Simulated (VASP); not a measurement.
# CuSi16 (a cell with a defect) in VASP: single point with PBE

Aim: the single point of CuSi16 (a cell with a defect) with PBE.

Program: VASP 6.6.1. These are calculated values, not measurements. Logs are shortened: lines on timing, memory, paths and dates and some standing lists are left out, and cuts for length are marked.

## (1) The cell of the first run

The cell holds a defect, 17 atoms: a = 7.679 Å, b = 7.679 Å, c = 7.679 Å, α = 60.00°, β = 60.00°, γ = 60.00°.

## (2) Single point, PBE

File INCAR:

```
PREC = Accurate
ENCUT = 520
EDIFF = 1E-6
ISMEAR = 0
SIGMA = 0.02
LREAL = Auto
LASPH = T
NELM = 100
ALGO = Normal
ISIF = 2
LWAVE = F
LCHARG = F
GGA = PE
NBANDS = 52
NELECT = 74.0
```

File KPOINTS:

```
regular mesh
0
Gamma
  2 2 2
```

File POSCAR:

```
CuSi16
1.0
    0.0000000000      5.4300000000      5.4300000000
    5.4300000000      0.0000000000      5.4300000000
    5.4300000000      5.4300000000      0.0000000000
Si Cu
16 1
Direct
   -0.0023507366      0.0086328729     -0.0051393186
    0.1268070902      0.1353704420      0.1112337937
    0.0039398711      0.0111794659      0.4825654696
    0.1293798343      0.1171059853      0.6227789134
   -0.0003401473      0.5090830571     -0.0090635359
    0.1147005525      0.6342664825      0.1234193370
   -0.0074284530      0.5071518416      0.4979319521
    0.1231682320      0.6365238490      0.6179533149
    0.4991660221      0.0085549724     -0.0056875691
    0.6250800184      0.1152702578      0.1342172192
    0.5119054328     -0.0324159300      0.5097744936
    0.6323271639      0.1171755985      0.6222273481
    0.4890191529      0.4957784530      0.0252611418
    0.6269232044      0.6342064457      0.1233270718
    0.5032080110      0.5072024862      0.4978625230
    0.6249129834      0.5963529466      0.6546234807
    0.3641937385      0.3379259669      0.4347182320
```

Potentials or basis: VASP PAW PBE potentials, release 64 (Si, Cu).

Started as:

```sh
$ cat potpaw_PBE.64/Si/POTCAR potpaw_PBE.64/Cu/POTCAR > POTCAR
$ mpirun -np 1 vasp_std > vasp.out
```

OUTCAR:

```text
PREC = Accurate
   ENCUT = 520
   EDIFF = 1E-6
   ISMEAR = 0
   LREAL = Auto
   LASPH = T
   NELM = 100
   ISIF = 2
   GGA = PE
   NELECT = 74.0

 ion  position               nearest neighbor table
   1  0.998  0.009  0.995-   2 2.33   4 2.34  10 2.34   6 2.35
   2  0.127  0.135  0.111-   3 2.33   1 2.33   9 2.34   5 2.34
   3  0.004  0.011  0.483-   2 2.33   4 2.33  12 2.33   8 2.35
   4  0.129  0.117  0.623-   3 2.33   1 2.34  11 2.40   7 2.45  17 2.49
   5  1.000  0.509  0.991-   6 2.34  14 2.34   8 2.34   2 2.34
   6  0.115  0.634  0.123-   5 2.34   1 2.35   7 2.35  13 2.35
   7  0.993  0.507  0.498-  16 2.32   6 2.35  17 2.37   8 2.38   4 2.45
   8  0.123  0.637  0.618-   5 2.34   3 2.35   7 2.38  15 2.38  17 2.65
   9  0.499  0.009  0.994-   2 2.34  12 2.34  10 2.34  14 2.35
  10  0.625  0.115  0.134-   9 2.34   1 2.34  11 2.36  13 2.39  17 2.86
  11  0.512  0.968  0.510-  16 2.33  17 2.34  10 2.36  12 2.40   4 2.40
  12  0.632  0.117  0.622-   3 2.33   9 2.34  11 2.40  15 2.45  17 2.49
  13  0.489  0.496  0.025-  16 2.33   6 2.35  14 2.35  10 2.39  17 2.57
  14  0.627  0.634  0.123-   5 2.34   9 2.35  15 2.35  13 2.35
  15  0.503  0.507  0.498-  16 2.32  14 2.35  17 2.37   8 2.38  12 2.45
  16  0.625  0.596  0.655-  15 2.32   7 2.32  13 2.33  11 2.33
  17  0.364  0.338  0.435-  11 2.34  15 2.37   7 2.37   4 2.49  12 2.49  13 2.57   8 2.65  10 2.86

  LATTYP: Found a face centered cubic cell.
 ALAT       =    10.8600000000

  Lattice vectors:

 A1 = (   0.0000000000,   5.4300000000,   5.4300000000)
 A2 = (   5.4300000000,   0.0000000000,   5.4300000000)
 A3 = (   5.4300000000,   5.4300000000,   0.0000000000)

Analysis of symmetry for initial positions (statically):
=====================================================================
 Subroutine PRICEL returns:
 Original cell was already a primitive cell.

 Routine SETGRP: Setting up the symmetry group for a
 face centered cubic supercell.

 Subroutine GETGRP returns: Found  1 space group operations
 (whereof  1 operations were pure point group operations)
 out of a pool of 48 trial point group operations.

The static configuration has the point symmetry C_1 .

Analysis of symmetry for dynamics (positions and initial velocities):
=====================================================================
 Subroutine PRICEL returns:
 Original cell was already a primitive cell.

 Routine SETGRP: Setting up the symmetry group for a
 face centered cubic supercell.

 Subroutine GETGRP returns: Found  1 space group operations
 (whereof  1 operations were pure point group operations)
 out of a pool of 48 trial point group operations.

The dynamic configuration has the point symmetry C_1 .

 Subroutine INISYM returns: Found  1 space group operations
 (whereof  1 operations are pure point group operations),
 and found     1 'primitive' translations

----------------------------------------------------------------------------------------

                                     Primitive cell

  volume of cell :     320.2060

  direct lattice vectors                    reciprocal lattice vectors
     0.000000000  5.430000000  5.430000000    -0.092081031  0.092081031  0.092081031
     5.430000000  0.000000000  5.430000000     0.092081031 -0.092081031  0.092081031
     5.430000000  5.430000000  0.000000000     0.092081031  0.092081031 -0.092081031

  length of vectors
     7.679179644  7.679179644  7.679179644     0.159489025  0.159489025  0.159489025

  position of ions in fractional coordinates (direct lattice)
     0.997649263  0.008632873  0.994860681
     0.126807090  0.135370442  0.111233794
     0.003939871  0.011179466  0.482565470
     0.129379834  0.117105985  0.622778913
     0.999659853  0.509083057  0.990936464
     0.114700552  0.634266483  0.123419337
[... 9 lines left out ...]
     0.624912983  0.596352947  0.654623481
     0.364193738  0.337925967  0.434718232

  ion indices of the primitive-cell ions
   primitive index   ion index
                 1           1
                 2           2
                 3           3
                 4           4
                 5           5
                 6           6
[... 9 lines left out ...]
                16          16
                17          17

----------------------------------------------------------------------------------------

 KPOINTS: regular mesh

Automatic generation of k-mesh.
 Grid dimensions read from file:
 generate k-points for:    2    2    2

 Generating k-lattice:

  Cartesian coordinates                     Fractional coordinates (reciprocal lattice)
    -0.046040516  0.046040516  0.046040516     0.500000000  0.000000000  0.000000000
     0.046040516 -0.046040516  0.046040516     0.000000000  0.500000000  0.000000000
     0.046040516  0.046040516 -0.046040516     0.000000000  0.000000000  0.500000000

  Length of vectors
     0.079744512  0.079744512  0.079744512

  Shift w.r.t. Gamma in fractional coordinates (k-lattice)
     0.000000000  0.000000000  0.000000000

 Subroutine IBZKPT returns following result:
 ===========================================

 Found      8 irreducible k-points:

 Following reciprocal coordinates:
            Coordinates               Weight
  0.000000  0.000000  0.000000      1.000000
  0.500000  0.000000  0.000000      1.000000
  0.000000  0.500000  0.000000      1.000000
  0.000000  0.000000  0.500000      1.000000
  0.500000  0.500000  0.500000      1.000000
  0.500000  0.500000  0.000000      1.000000
  0.000000  0.500000  0.500000      1.000000
  0.500000  0.000000  0.500000      1.000000
   k-points           NKPTS =      8   k-points in BZ     NKDIM =      8   number of bands    NBANDS=     52
   number of dos      NEDOS =    301   number of ions     NIONS =     17
   total plane-waves  NPLWV = 216000
   dimension x,y,z NGX =    60 NGY =   60 NGZ =   60
   dimension x,y,z NGXF=   120 NGYF=  120 NGZF=  120
   ions per type =              16   1
   NGX,Y,Z   is equivalent  to a cutoff of  12.99, 12.99, 12.99 a.u.
   NGXF,Y,Z  is equivalent  to a cutoff of  25.98, 25.98, 25.98 a.u.
 SYSTEM =  unknown system
   PREC   = accura    normal or accurate (medium, high low for compatibility)
   ISTART =      0    job   : 0-new  1-cont  2-samecut
   ICHARG =      2    charge: 1-file 2-atom 10-const
   ISPIN  =      1    spin polarized calculation?
   LNONCOLLINEAR =      F non collinear calculations
   LSORBIT =      F    spin-orbit coupling
   LASPH  =      T    aspherical Exc in radial PAW
   ENCUT  =  520.0 eV  38.22 Ry    6.18 a.u.  14.28 14.28 14.28*2*pi/ulx,y,z
   NELM   =    100;   NELMIN=  2; NELMDL= -5     # of ELM steps
   EDIFF  = 0.1E-05   stopping-criterion for ELM
   LREAL  =      T    real-space projection
   EDIFFG = 0.1E-04   stopping-criterion for IOM
   NSW    =      0    number of steps for IOM
   IBRION =     -1    ionic relax: 0-MD 1-quasi-New 2-CG
   NFREE  =      0    steps in history (QN), initial steepest desc. (CG)
   ISIF   =      2    stress and relaxation
   ISYM   =      2    0-nonsym 1-usesym 2-fastsym
   POTIM  = 0.5000    time-step for ionic-motion
   TEBEG  =    0.0;   TEEND  =   0.0 temperature during run
   PSTRESS=    0.0 pullay stress
   NELECT =      74.0000    total number of electrons
   NUPDOWN=      -1.0000    fix difference up-down
   EMIN   =  10.00;   EMAX   =-10.00  energy-range for DOS
   EFERMI =   0.00;   METHOD = LEGACY
   ISMEAR =     0;   SIGMA  =   0.02  broadening in eV -4-tet -1-fermi 0-gaus
   EFERMI_NEDOS =   21; number of points for ismear=-14 and -15
   IALGO  =     38    algorithm
   IMIX   =      4    mixing-type and parameters
     AMIX     =   0.40;   BMIX     =  1.00
     AMIX_MAG =   1.60;   BMIX_MAG =  1.00
  volume/ion in A,a.u.               =      18.84       127.11
  Fermi-wavevector in a.u.,A,eV,Ry     =   1.004636  1.898488 13.732283  1.009294
  Thomas-Fermi vector in A             =   2.137265
   LORBIT       =      0    0 simple, 1 ext, 2 COOP (PROOUT), +10 PAW based schemes
   GGA     = PE    functional components
   LHFCALC =     F    Hartree Fock is set to
   AEXX    =    0.0000 exact exchange contribution
   IVDW    =     0    specifies the selected vdW correction
   LEPSILON=     F    determine dielectric tensor
   LRPA    =     F    only Hartree local field effects (RPA)
 non-spin polarized calculation
 Gauss-broadening in eV      SIGMA  =   0.02
  energy-cutoff  :      520.00
  volume of cell :      320.21
 maximum number of plane-waves:      8646
 NGX is ok and might be reduce to    60
   NGX = 29   NGY = 29   NGZ = 29

 number of electron      73.9999999 magnetization

 Free energy of the ion-electron system (eV)
  ---------------------------------------------------
  ext. energy  EPLUGINS =         0.00000000
  ---------------------------------------------------
  free energy    TOTEN  =       -94.21937528 eV

  energy without entropy =      -94.21937528  energy(sigma->0) =      -94.21937528

 E-fermi :   6.3772     XC(G=0):  -9.6085

 val. band max:        6.2765288402   @ k =   0.0000   0.0000   0.0000
 cond. band min:       6.5061640667   @ k =   0.0000   0.0000   0.0000
 fundamental gap:      0.2296352265
 Fermi energy:         6.3772065319

 k-point     1 :       0.0000    0.0000    0.0000
  band No.  band energies     occupation
      1      -5.8945      2.00000
      2      -3.5332      2.00000
      3      -3.5168      2.00000
      4      -3.4827      2.00000
      5      -3.4667      2.00000
      6      -2.0300      2.00000
[... 41 lines left out ...]
     48       8.4654      0.00000
     49       8.6332      0.00000

 k-point     2 :       0.5000    0.0000    0.0000
  band No.  band energies     occupation
      1      -5.2077      2.00000
      2      -4.9534      2.00000
      3      -3.3013      2.00000
      4      -3.2610      2.00000
      5      -3.1587      2.00000
      6      -3.0382      2.00000
[... 304 lines left out ...]
 k-point     8 :       0.5000    0.0000    0.5000
  band No.  band energies     occupation
      1      -4.9321      2.00000
      2      -4.7187      2.00000
      3      -3.8740      2.00000
      4      -3.7779      2.00000
      5      -3.7466      2.00000
      6      -3.7397      2.00000
[... 41 lines left out ...]
     48      10.4847      0.00000
     49      10.5137      0.00000
 [bands above 49 left out]

------------------------ aborting loop because EDIFF is reached ----------------------------------------

  FORCE on cell =-STRESS in cart. coord.  units (eV):
  Direction    XX          YY          ZZ          XY          YZ          ZX
  --------------------------------------------------------------------------------------
  -------------------------------------------------------------------------------------
  Total       -2.1038557     -1.4196167     -1.4218108     -0.0840006      0.5365743      0.1135646
  in kB      -10.5268163     -7.1031698     -7.1141481     -0.4203038      2.6847940      0.5682298
  external PRESSURE =      -8.2480447 kB  Pullay stress =       0.0000000 kB

 VOLUME and BASIS-vectors are now :
 -----------------------------------------------------------------------------
  energy-cutoff  :      520.00
  volume of cell :      320.21
      direct lattice vectors                 reciprocal lattice vectors
     0.000000000  5.430000000  5.430000000    -0.092081031  0.092081031  0.092081031
     5.430000000  0.000000000  5.430000000     0.092081031 -0.092081031  0.092081031
     5.430000000  5.430000000  0.000000000     0.092081031  0.092081031 -0.092081031

 POSITION                                       TOTAL-FORCE (eV/Angst)
 -----------------------------------------------------------------------------------
      5.44897     10.81933      5.46411        -0.010468     -0.001279     -0.001157
      1.33906      1.29256      1.42362        -0.015494      0.000163      0.003942
      2.68103      2.64172      0.08210        -0.012963     -0.005942     -0.000639
      4.01757      4.08422      1.33842        -0.002570     -0.006975      0.002139
      8.14511     10.80894      8.19247        -0.008658     -0.000763      0.005055
      4.11423      1.29299      4.06689         0.001905      0.004651     -0.013719
[... 9 lines left out ...]
      6.79280      6.94788      6.63147         0.008361      0.001176     -0.000961
      4.19546      4.33809      3.81251         0.000399     -0.008894      0.007753
 -----------------------------------------------------------------------------------
    total drift:                                0.007584      0.001838     -0.005996

  FREE ENERGIE OF THE ION-ELECTRON SYSTEM (eV)
  ---------------------------------------------------
  free  energy   TOTEN  =       -94.2193752776 eV

  energy  without entropy=      -94.2193752776  energy(sigma->0) =      -94.21937528
```

Run time: 4.8 min. Hardware: 1 thread of Intel Xeon Platinum 8559C (Emerald Rapids), shared host; peak memory 0.48 GiB.

Results:

```
Free energy   : -94.2194 eV
Largest force : 0.027 eV/Å
```

Forces on the atoms (eV/Å):
```
Si  -0.010 -0.001 -0.001
Si  -0.015  0.000  0.004
Si  -0.013 -0.006 -0.001
Si  -0.003 -0.007  0.002
Si  -0.009 -0.001  0.005
Si   0.002  0.005 -0.014
Si   0.002 -0.002 -0.010
Si  -0.001 -0.001  0.001
Si  -0.003  0.001 -0.001
Si   0.009  0.002  0.004
Si   0.022 -0.012  0.008
Si   0.002 -0.006  0.000
Si   0.002  0.009 -0.004
Si   0.001  0.018  0.002
Si   0.004  0.009 -0.001
Si   0.008  0.001 -0.001
Cu   0.000 -0.009  0.008
```

Caveat: the k points lie up to 0.50 Å⁻¹ apart; the cell carries a net charge on a neutralising background, which shifts energy and pressure; the cell is charged against a uniform background, so pressure and absolute levels hang on convention.
